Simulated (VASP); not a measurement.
Wanted: the native input for a VASP 6.6.1 run.

```yaml
Task: single point
Functional: r2SCAN
Potentials_or_basis: VASP PAW PBE potentials, release 64 (In_d, Au)
Cutoff: 550 eV
k_mesh: 6 × 6 × 6
Occupations: gaussian, width 0.1 eV
Spin: no spin polarisation
Dipole_correction: no
Further_INCAR_settings: ALGO = Normal; EDIFF = 1e-06; NBANDS = 26
```

In2Au:

```
In Au
1.0
     0.00000    3.25100    3.25100
     3.25100    0.00000    3.25100
     3.25100    3.25100    0.00000
In Au
2 1
Direct
  0.25000 0.25000 0.25000
  0.75000 0.75000 0.75000
  0.00000 0.00000 0.00000
```

The input as run:

POSCAR

```
In2Au
1.0
    0.0000000000      3.2510000000      3.2510000000
    3.2510000000      0.0000000000      3.2510000000
    3.2510000000      3.2510000000      0.0000000000
In Au
2 1
Direct
    0.2500000000      0.2500000000      0.2500000000
    0.7500000000      0.7500000000      0.7500000000
    0.0000000000      0.0000000000      0.0000000000
```

INCAR.step1

```
SYSTEM = In2Au
ALGO = Normal ; EDIFF = 1E-5
ENCUT = 550 ; GGA = PE
GGA_COMPAT = .FALSE. ; ISMEAR = 0
LASPH = .TRUE. ; LCHARG = .FALSE.
LREAL = .FALSE. ; LWAVE = .TRUE.
NBANDS = 26 ; NELM = 120
PREC = Accurate ; SIGMA = 0.1
```

INCAR.step2

```
SYSTEM = In2Au
ALGO = Normal ; EDIFF = 1E-6
ENCUT = 550 ; GGA_COMPAT = .FALSE.
ISIF = 2 ; ISMEAR = 0
ISTART = 1 ; LASPH = .TRUE.
LCHARG = .TRUE. ; LELF = .TRUE.
LMIXTAU = .TRUE. ; LREAL = .FALSE.
LVHAR = .TRUE. ; LWAVE = .FALSE.
METAGGA = R2SCAN ; NBANDS = 26
NELM = 120 ; PREC = Accurate
SIGMA = 0.1
```

KPOINTS

```
k-points
0
G
  6 6 6
  0 0 0
```

Potentials or basis: VASP PAW PBE potentials, release 64 (In_d, Au).

The run is started by

```bash
$ cat potpaw_PBE.64/In_d/POTCAR potpaw_PBE.64/Au/POTCAR > POTCAR
$ cp INCAR.step1 INCAR
$ mpirun -np 1 vasp_std > vasp.out
$ cp INCAR.step2 INCAR
$ mpirun -np 1 vasp_std > vasp.out
```

Results of the run:

The pressure is 2.7 GPa.

Caveat: the PAW data sets were made with another functional, which shifts forces and pressure a little.

Run time: 4.2 min on 1 thread of Intel Xeon 8259CL (shared host), peak memory 0.23 GiB.
